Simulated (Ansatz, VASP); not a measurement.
**In: VASP beside Ansatz**

The input POSCAR:

```
In
1.0
   -1.6947072700      1.6947072700      2.2973723900
    1.6947072700     -1.6947072700      2.2973723900
    1.6947072700      1.6947072700     -2.2973723900
In
1
Direct
    0.0000000000      0.0000000000      0.0000000000
```

File INCAR.step1:

```
SYSTEM = In
PREC     = Accurate       ! precision mode
ENCUT    = 520            ! plane-wave cutoff, eV
ISMEAR   = 0              ! smearing method
SIGMA    = 0.1            ! smearing width, eV
LREAL    = .FALSE.        ! projectors in reciprocal space
LASPH    = .TRUE.         ! aspherical terms in the spheres
NELM     = 100            ! most SCF steps
NBANDS   = 12             ! bands
GGA      = PE             ! functional
ALGO     = Normal         ! electronic algorithm
EDIFF    = 1E-4           ! SCF threshold, eV
LWAVE    = .TRUE.         ! write WAVECAR
LCHARG   = .FALSE.        ! write CHGCAR
```

INCAR.step2

```
SYSTEM = In
PREC     = Accurate       ! precision mode
ENCUT    = 520            ! plane-wave cutoff, eV
EDIFF    = 1E-7           ! SCF threshold, eV
ISMEAR   = 0              ! smearing method
SIGMA    = 0.1            ! smearing width, eV
LREAL    = .FALSE.        ! projectors in reciprocal space
LASPH    = .TRUE.         ! aspherical terms in the spheres
NELM     = 100            ! most SCF steps
ALGO     = Normal         ! electronic algorithm
ISIF     = 2              ! what is computed and relaxed
LWAVE    = .FALSE.        ! write WAVECAR
LCHARG   = .FALSE.        ! write CHGCAR
METAGGA  = R2SCAN         ! meta-GGA
LMIXTAU  = .TRUE.       
LUSE_VDW = .TRUE.       
IVDW_NL  = 2            
BPARAM   = 11.95        
CPARAM   = 0.0093       
NBANDS   = 12             ! bands
ISTART   = 1
```

KPOINTS

```
Automatic mesh
0
G
  8 8 8
  0 0 0
```

Input for Ansatz:

```yaml
crystal:
  lattice:
    - [-1.69470727, 1.69470727, 2.29737239]
    - [1.69470727, -1.69470727, 2.29737239]
    - [1.69470727, 1.69470727, -2.29737239]
  atoms:
    - { symbol: In, position: [0.0, 0.0, 0.0] }
basis:
  ecutwfc: 500
kpoints:
  mp_grid: { grid: [8, 8, 8] }
hamiltonian:
  xc: r2scan
  dispersion: rvv10
  pseudopotentials: { kind: paw, azcp: { folder: soft_1 } }
scf:
  occupations: { method: gaussian, width: 0.1 }
output:
  forces: true
  stress: true
  eigenvalues: true
```

Alike in both runs: task single point; functional r2SCAN; dispersion rVV10; k mesh 8 × 8 × 8; occupations gaussian, width 0.1 eV; no spin polarisation.

```csv
,VASP,Ansatz
version,VASP 6.6.1,Ansatz 0.2.0
potentials or method,"VASP PAW PBE potentials, release 64 (In_d), cutoff 520 eV","scalar-relativistic, plane waves, PAW"
valence electrons in the cell,13,13
```

```tsv
	VASP	Ansatz	Ansatz less VASP
gap on the k mesh at the Fermi level (eV)	none	none	-
pressure (GPa)	-1.0	-1.2	-0.14
traceless stress, the component that is largest in VASP (GPa)	-1.46	-1.46	+0.001
```

VASP's potentials were made for PBE, not for r2SCAN. A gap of «none» marks a metal or a gap that the smearing closes.
